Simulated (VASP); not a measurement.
Write the native input for VASP 6.6.1 that does the following.

```yaml
Task: relaxation of cell and atoms
Functional: PBE
Potentials_or_basis: VASP PAW PBE potentials, release 64 (Sr_sv, B, Bi_d)
Cutoff: 600 eV
k_mesh: 8 × 8 × 8
Occupations: gaussian, width 0.1 eV
Spin: no spin polarisation
Dipole_correction: no
Further_INCAR_settings: ALGO = Normal; EDIFF = 1e-06; IBRION = 2; EDIFFG = -0.01; NSW = 100; ISIF = 3
```

The structure of Sr3BiB lies in POSCAR:

```
Sr3BiB
1.0
    5.7428688700      0.0000000000      0.0000000000
    0.0000000000      5.7428688700      0.0000000000
    0.0000000000      0.0000000000      5.7428688700
Sr B Bi
3 1 1
Direct
    0.5000000000      0.0000000000      0.0000000000
    0.0000000000      0.5000000000      0.0000000000
    0.0000000000      0.0000000000      0.5000000000
    0.0000000000      0.0000000000      0.0000000000
    0.5000000000      0.5000000000      0.5000000000
```

The input as run:

INCAR

```
PREC = Accurate
ENCUT = 600
EDIFF = 1E-6
ISMEAR = 0
SIGMA = 0.1
LREAL = F
LASPH = T
NELM = 100
ALGO = Normal
ISIF = 3
LWAVE = F
LCHARG = F
GGA = PE
IBRION = 2
NSW = 100
EDIFFG = -0.01
```

KPOINTS

```
regular mesh
0
Gamma
  8 8 8
```

Potentials or basis: VASP PAW PBE potentials, release 64 (Sr_sv, B, Bi_d).

Run with:

```bash
$ cat potpaw_PBE.64/Sr_sv/POTCAR potpaw_PBE.64/B/POTCAR potpaw_PBE.64/Bi_d/POTCAR > POTCAR
$ mpirun -np 1 vasp_std > vasp.out
```

It gave:

The relaxed volume is 33.77 Å³/atom. The relaxed cell is a = 5.527 Å, b = 5.527 Å, c = 5.527 Å, α = 90.00°, β = 90.00°, γ = 90.00°, the space group after relaxing (to 0.05 Å) is Pm-3m (No. 221) and the energy gained by relaxing is 37.6 meV/atom. The ionic steps are 3 and the pressure after relaxing is 0.0 GPa. The band gap on the k mesh is zero (band 24 reaches 3.55 eV, above the bottom of band 25 at 1.55 eV).

Caveat: spin-orbit coupling is left out, which moves the levels of the heavy elements.

Wall time 4.9 min on 1 thread of Intel(R) Xeon(R) 6975P-C (Granite Rapids), on a shared host, peak memory 0.5 GiB.
